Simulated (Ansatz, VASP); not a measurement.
**Two plane-wave programs on AlNi**

The input INCAR:

```
SYSTEM = AlNi
  ALGO = Normal
  EDIFF = 1E-6
  EDIFFG = -0.04
  ENCUT = 600
  GGA = PE
  IBRION = 2
  ISIF = 3
  ISMEAR = 0
  LASPH = .True.
  LCHARG = .False.
  LREAL = .False.
  LWAVE = .False.
  NELM = 80
  NSW = 90
  PREC = Accurate
  SIGMA = 0.1
```

File KPOINTS:

```
k-points
0
Gamma
  6 6 6
  0 0 0
```

File POSCAR:

```
AlNi
1.0
    2.8597112900      0.0000000000      0.0000000000
    0.0000000000      2.8597112900      0.0000000000
    0.0000000000      0.0000000000      2.8597112900
Al Ni
1 1
Direct
    0.5000000000      0.5000000000      0.5000000000
    0.0000000000      0.0000000000      0.0000000000
```

Input for Ansatz:

```yaml
crystal:
  lattice:
    - [2.85971129, 0.0, 0.0]
    - [0.0, 2.85971129, 0.0]
    - [0.0, 0.0, 2.85971129]
  atoms:
    - { symbol: Al, position: [0.5, 0.5, 0.5] }
    - { symbol: Ni, position: [0.0, 0.0, 0.0] }
basis:
  ecutwfc: 420
kpoints:
  mp_grid: { grid: [6, 6, 6] }
hamiltonian:
  xc: pbe
scf:
  occupations: { method: gaussian, width: 0.1 }
  lower_state_search: "off"
output:
  forces: true
  stress: true
  eigenvalues: true
relax:
  adjacent_minimum: "off"
  f_tol: 0.04
  max_steps: 70
  cell: { stress_tol: 0.4 }
```

Alike in both runs: task relaxation of cell and atoms; functional PBE; k mesh 6 × 6 × 6; occupations gaussian, width 0.1 eV; no spin polarisation.

```csv
,VASP,Ansatz
version,VASP 6.6.1,Ansatz 0.2.0
potentials or method,"VASP PAW PBE potentials, release 64 (Al, Ni), cutoff 600 eV","scalar-relativistic, plane waves, PAW"
valence electrons in the cell,13,21
```

```csv
,VASP,Ansatz,Ansatz less VASP
"gap on the k mesh at the Fermi level, each at its own relaxed structure (eV)",none,none,-
relaxed volume (Å³/atom),12.12,12.11,-0.010
relaxed length of the cell vector where the two differ most in proportion (Å),2.894,2.894,-0.0008
```

A gap of «none» marks a metal or a gap that the smearing closes. VASP's potentials hold 13 valence electrons a cell and Ansatz's 21, so a difference there can come from the potentials and not from the codes.

The k mesh is coarse, so the values compare programs but aren't converged.
